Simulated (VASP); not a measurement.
# GaN (P6_3mc) in VASP: further runs, part 2 of 2

VASP 6.6.1. Earlier steps stand in the parts before.

## (4) Single point, LDA (in-plane strain -0.01, then relaxed in part)

INCAR

```
PREC = Accurate
ENCUT = 520
EDIFF = 1E-6
ISMEAR = 0
SIGMA = 0.01
LREAL = False
LASPH = True
NELM = 80
ALGO = Normal
ISIF = 2
LWAVE = False
LCHARG = True
GGA = CA
LELF = True
LVHAR = True
NBANDS = 26
```

KPOINTS

```
Automatic mesh
0
Gamma
  8 8 4
```

POSCAR

```
GaN
1.0
    3.1202964304      0.0000000000      0.0000000000
   -1.5601482152      2.7022559760      0.0000000000
    0.0000000000      0.0000000000      5.1636386758
Ga N
2 2
Direct
    0.3333333333      0.6666666667      0.0006161271
    0.6666666667      0.3333333333      0.5006161271
    0.3333333333      0.6666666667      0.3743838729
    0.6666666667      0.3333333333      0.8743838729
```

Potentials or basis: VASP PAW LDA potentials, release 64 (Ga_d, N).

Run with:

```bash
> cat potpaw_LDA.64/Ga_d/POTCAR potpaw_LDA.64/N/POTCAR > POTCAR
> mpirun -np 1 vasp_std > vasp.out
```

OUTCAR:

```text
PREC = Accurate
   ENCUT = 520
   EDIFF = 1E-6
   ISMEAR = 0
   LREAL = False
   LASPH = True
   NELM = 80
   ISIF = 2
   GGA = CA

 ion  position               nearest neighbor table
   1  0.333  0.667  0.001-   4 1.92   4 1.92   4 1.92   3 1.93
   2  0.667  0.333  0.501-   3 1.92   3 1.92   3 1.92   4 1.93
   3  0.333  0.667  0.374-   2 1.92   2 1.92   2 1.92   1 1.93
   4  0.667  0.333  0.874-   1 1.92   1 1.92   1 1.92   2 1.93

  LATTYP: Found a hexagonal cell.
 ALAT       =     3.1202964304
 C/A-ratio  =     1.6548551687

  Lattice vectors:

 A1 = (   3.1202964304,   0.0000000000,   0.0000000000)
 A2 = (  -1.5601482152,   2.7022559760,   0.0000000000)
 A3 = (   0.0000000000,   0.0000000000,   5.1636386758)

Analysis of symmetry for initial positions (statically):
=====================================================================
 Subroutine PRICEL returns:
 Original cell was already a primitive cell.

 Routine SETGRP: Setting up the symmetry group for a
 hexagonal supercell.

 Subroutine GETGRP returns: Found 12 space group operations
 (whereof  6 operations were pure point group operations)
 out of a pool of 24 trial point group operations.

The static configuration has the point symmetry C_3v.
 The point group associated with its full space group is C_6v.

Analysis of symmetry for dynamics (positions and initial velocities):
=====================================================================
 Subroutine PRICEL returns:
 Original cell was already a primitive cell.

 Routine SETGRP: Setting up the symmetry group for a
 hexagonal supercell.

 Subroutine GETGRP returns: Found 12 space group operations
 (whereof  6 operations were pure point group operations)
[... 116 lines left out ...]
   TEBEG  =    0.0;   TEEND  =   0.0 temperature during run
   PSTRESS=    0.0 pullay stress
   NELECT =      36.0000    total number of electrons
   NUPDOWN=      -1.0000    fix difference up-down
   EMIN   =  10.00;   EMAX   =-10.00  energy-range for DOS
   EFERMI =   0.00;   METHOD = LEGACY
   ISMEAR =     0;   SIGMA  =   0.01  broadening in eV -4-tet -1-fermi 0-gaus
   EFERMI_NEDOS =   21; number of points for ismear=-14 and -15
   IALGO  =     38    algorithm
   IMIX   =      4    mixing-type and parameters
     AMIX     =   0.40;   BMIX     =  1.00
     AMIX_MAG =   1.60;   BMIX_MAG =  1.00
  volume/ion in A,a.u.               =      10.88        73.45
  Fermi-wavevector in a.u.,A,eV,Ry     =   1.536560  2.903678 32.123593  2.361017
  Thomas-Fermi vector in A             =   2.643192
   LORBIT       =      0    0 simple, 1 ext, 2 COOP (PROOUT), +10 PAW based schemes
   GGA     = CA    functional components
   LHFCALC =     F    Hartree Fock is set to
   AEXX    =    0.0000 exact exchange contribution
   IVDW    =     0    specifies the selected vdW correction
   LEPSILON=     F    determine dielectric tensor
   LRPA    =     F    only Hartree local field effects (RPA)
 non-spin polarized calculation
 Gauss-broadening in eV      SIGMA  =   0.01
  energy-cutoff  :      520.00
  volume of cell :       43.54
 maximum number of plane-waves:      1184
 NGX is ok and might be reduce to    24
   NGX = 11   NGY = 11   NGZ = 19

 number of electron      36.0000022 magnetization

 Free energy of the ion-electron system (eV)
  ---------------------------------------------------
  ext. energy  EPLUGINS =         0.00000000
  ---------------------------------------------------
  free energy    TOTEN  =       -27.89137127 eV

  energy without entropy =      -27.89137127  energy(sigma->0) =      -27.89137127

 E-fermi :   5.7749     XC(G=0): -12.3823

 val. band max:        5.6506357406   @ k =   0.0000   0.0000   0.0000
 cond. band min:       7.8322430693   @ k =   0.0000   0.0000   0.0000
 fundamental gap:      2.1816073287
 Fermi energy:         5.7749093960

 k-point     1 :       0.0000    0.0000    0.0000
  band No.  band energies     occupation
      1     -10.6633      2.00000
      2      -9.6359      2.00000
      3      -7.9988      2.00000
      4      -7.9749      2.00000
      5      -7.9749      2.00000
      6      -7.9067      2.00000
[... 685 lines left out ...]
     25      17.9233      0.00000
     26      17.9233      0.00000

 [... further k-points ...]
[... 5 lines left out ...]
  --------------------------------------------------------------------------------------
  -------------------------------------------------------------------------------------
  Total        1.6170672      1.6170672      0.3127035      0.0000000      0.0000000      0.0000000
  in kB       59.5059617     59.5059617     11.5070795      0.0000000      0.0000000      0.0000000
  external PRESSURE =      43.5063343 kB  Pullay stress =       0.0000000 kB

 VOLUME and BASIS-vectors are now :
 -----------------------------------------------------------------------------
  energy-cutoff  :      520.00
  volume of cell :       43.54
      direct lattice vectors                 reciprocal lattice vectors
     3.120296430  0.000000000  0.000000000     0.320482372  0.185030583  0.000000000
    -1.560148215  2.702255976  0.000000000     0.000000000  0.370061167  0.000000000
     0.000000000  0.000000000  5.163638676     0.000000000  0.000000000  0.193661885

 POSITION                                       TOTAL-FORCE (eV/Angst)
 -----------------------------------------------------------------------------------
     -0.00000      1.80150      0.00318        -0.000000      0.000000      0.005693
      1.56015      0.90075      2.58500         0.000000      0.000000      0.005693
     -0.00000      1.80150      1.93318        -0.000000      0.000000     -0.005693
      1.56015      0.90075      4.51500         0.000000      0.000000     -0.005693
 -----------------------------------------------------------------------------------
    total drift:                               -0.000000     -0.000000     -0.000084

  FREE ENERGIE OF THE ION-ELECTRON SYSTEM (eV)
  ---------------------------------------------------
  free  energy   TOTEN  =       -27.8913712726 eV

  energy  without entropy=      -27.8913712726  energy(sigma->0) =      -27.89137127
```

OSZICAR:

```text
N       E                     dE             d eps       ncg     rms          rms(c)
DAV:   1     0.270997999821E+03    0.27100E+03   -0.17712E+04  1736   0.261E+03
DAV:   2     0.233632481569E+01   -0.26866E+03   -0.25432E+03  1696   0.483E+02
DAV:   3    -0.310937403677E+02   -0.33430E+02   -0.32971E+02  1800   0.140E+02
DAV:   4    -0.321024325794E+02   -0.10087E+01   -0.10046E+01  1828   0.254E+01
DAV:   5    -0.321232945199E+02   -0.20862E-01   -0.20844E-01  1864   0.356E+00    0.109E+01
DAV:   6    -0.279219584290E+02    0.42013E+01   -0.10206E+01  2592   0.516E+01    0.316E+00
DAV:   7    -0.279524739042E+02   -0.30515E-01   -0.13116E+00  1658   0.830E+00    0.260E+00
DAV:   8    -0.279150808711E+02    0.37393E-01   -0.25019E-01  2566   0.537E+00    0.131E+00
DAV:   9    -0.278908377004E+02    0.24243E-01   -0.67719E-02  2482   0.411E+00    0.366E-01
DAV:  10    -0.278916428574E+02   -0.80516E-03   -0.59512E-03  1636   0.582E-01    0.184E-01
DAV:  11    -0.278913744447E+02    0.26841E-03   -0.12273E-03  2338   0.658E-01    0.688E-02
DAV:  12    -0.278913971275E+02   -0.22683E-04   -0.16861E-04  1634   0.809E-02    0.974E-02
DAV:  13    -0.278913809102E+02    0.16217E-04   -0.11304E-05  2298   0.400E-02    0.635E-02
DAV:  14    -0.278913731862E+02    0.77241E-05   -0.96744E-06  2168   0.299E-02    0.303E-02
DAV:  15    -0.278913720782E+02    0.11080E-05   -0.25471E-06  1122   0.972E-03    0.197E-02
DAV:  16    -0.278913712726E+02    0.80555E-06   -0.91551E-07   986   0.872E-03
   1 F= -.27891371E+02 E0= -.27891371E+02  d E =-.372977E-71
```

stdout:

```text
POSCAR found type information on POSCAR GaN
 POSCAR found :  2 types and       4 ions
 scaLAPACK will be used
 LDA part: xc-table for (Slater(with rela. corr.)+CA(PZ))
 , standard interpolation
 POSCAR, INCAR and KPOINTS ok, starting setup
 FFT: planning ... GRIDC
 FFT: planning ... GRID_SOFT
 FFT: planning ... GRID
 WAVECAR not read
 entering main loop
```

It took 40 s on 1 thread of Intel Xeon Platinum 8259CL at 2.50GHz (Skylake/Cascade Lake), shared host; peak memory 0.15 GiB.

What came out:

```
Free energy            : -27.8914 eV
Pressure               : 4.4 GPa
Largest force          : 0.006 eV/Å
Band gap on the k mesh : 2.18 eV, direct
```

Forces in eV/Å, atoms in the order of the input:
```
Ga   0.000  0.000  0.006
Ga   0.000  0.000  0.006
N    0.000  0.000 -0.006
N    0.000  0.000 -0.006
```

Stress tensor (GPa, compression positive):
```
5.95 0.00 0.00
0.00 5.95 0.00
0.00 0.00 1.15
```

Caveat: the cell differs from its parent crystal (in-plane strain -0.01, then relaxed in part).

## (5) Single point, LDA (in-plane strain -0.01)

INCAR

```
SYSTEM = GaN
  PREC = Accurate
  ENCUT = 520
  EDIFF = 1E-6
  ISMEAR = 0
  SIGMA = 0.01
  LREAL = .FALSE.
  LASPH = .TRUE.
  NELM = 80
  ALGO = Normal
  ISIF = 2
  LWAVE = .FALSE.
  LCHARG = .TRUE.
  GGA = CA
  LELF = .TRUE.
  LVHAR = .TRUE.
  NBANDS = 26
```

KPOINTS

```
regular mesh
0
G
  8 8 4
  0 0 0
```

POSCAR

```
GaN
1.0
    3.1202964304      0.0000000000      0.0000000000
   -1.5601482152      2.7022559760      0.0000000000
    0.0000000000      0.0000000000      5.1692281812
Ga N
2 2
Direct
    0.3333333333      0.6666666667     -0.0007042242
    0.6666666667      0.3333333333      0.4992957758
    0.3333333333      0.6666666667      0.3757042242
    0.6666666667      0.3333333333      0.8757042242
```

Run with:

```bash
> cat potpaw_LDA.64/Ga_d/POTCAR potpaw_LDA.64/N/POTCAR > POTCAR
> mpirun -np 1 vasp_std > vasp.out
```

It took 46 s on 1 thread of Intel Xeon Platinum 8259CL at 2.50GHz (Skylake/Cascade Lake), shared host; peak memory 0.15 GiB.

Results (log left out):

| Property | Result |
| --- | --- |
| Free energy | -27.8888 eV |
| Pressure | 4.2 GPa |
| Largest force | 0.189 eV/Å |
| Band gap on the k mesh | 2.19 eV, direct |

Forces on the atoms (eV/Å):
```
Ga   0.000  0.000  0.189
Ga   0.000  0.000  0.189
N    0.000  0.000 -0.189
N    0.000  0.000 -0.189
```

Stress tensor (GPa, compression positive):
```
 6.51  0.00  0.00
 0.00  6.51  0.00
 0.00  0.00 -0.44
```

Levels at points of the mesh, in eV from the valence-band top:
```csv
k point,band 16,band 17,band 18,band 19,band 20,band 21
"(0.00, 0.00, 0.00)",-0.12,0.00,0.00,2.19,4.62,9.16
"(0.50, 0.00, 0.00)",-2.89,-2.40,-1.11,5.13,5.68,5.94
"(0.00, 0.00, 0.50)",-0.53,-0.53,-0.53,4.54,4.54,8.44
"(0.50, 0.00, 0.50)",-2.10,-2.07,-2.07,4.37,4.37,7.84
```

Caveat: the cell differs from its parent crystal (in-plane strain -0.01).

## (6) The runs side by side

| cell | gap on the mesh (eV) | pressure (GPa) | largest force (eV/Å) |
| --- | --- | --- | --- |
| a = 3.089, b = 3.089, c = 5.200 Å, angles 90.0, 90.0, 120.0°, 4 atoms | 2.22 | 7.7 | 0.39 |
| a = 3.089, b = 3.089, c = 5.189 Å, angles 90.0, 90.0, 120.0°, 4 atoms | 2.20 | 7.8 | 0.01 |
| a = 3.120, b = 3.120, c = 5.164 Å, angles 90.0, 90.0, 120.0°, 4 atoms | 2.18 | 4.4 | 0.01 |
| a = 3.120, b = 3.120, c = 5.169 Å, angles 90.0, 90.0, 120.0°, 4 atoms | 2.19 | 4.2 | 0.19 |

Alike in all rows: task single point; level LDA; potentials or basis VASP PAW LDA potentials, release 64 (Ga_d, N); no spin polarisation; k mesh 8 × 8 × 4; cutoff (eV) 520; smearing gaussian 0.01 eV.

Absolute energies hang on the potentials; compare differences alone.
